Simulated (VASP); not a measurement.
Runs of VASP 6.6.1 on Au. The structure is that of space group Fm-3m (No. 225), or close to it. The cells are those of the table. 

| task | cell | k mesh | cutoff (eV) | gap on the mesh (eV) | pressure (GPa) | relaxed volume (Å³/atom) |
| --- | --- | --- | --- | --- | --- | --- |
| single point | a = 2.950 Å, angles 60.0°, 1 atom | 8 × 8 × 8 | 500 | none | (a) | - |
| relaxation of cell and atoms | relaxed from a = 2.891 Å, angles 60.0°, 1 atom | 18 × 18 × 18 | 600 | none | 0.0 | 17.01 |
| relaxation of cell and atoms | relaxed from a = 2.950 Å, angles 60.0°, 1 atom | 8 × 8 × 8 | 500 | none | -0.2 | 17.11 |
| single point | a = 2.888 Å, angles 60.0°, 1 atom | 18 × 18 × 18 | 520 | none | -0.2 | - |
| single point | a = 2.891 Å, angles 60.0°, 1 atom | 8 × 8 × 8 | 500 | none | 0.1 | - |

Alike in all rows: level PBEsol; potentials or basis VASP PAW PBE potentials, release 64 (Au); no spin polarisation; smearing gaussian 0.1 eV.

**Question.** Estimate the missing entries.

**Answer.** (a) -8.8.

Caveats: the PAW data sets were made with another functional, which shifts forces and pressure a little; spin-orbit coupling is left out, which moves the levels of the heavy elements.

A k mesh can miss the band edges, and the runs leave out spin-orbit coupling on Au.

A gap of «none» marks levels without a gap at the run's occupations.
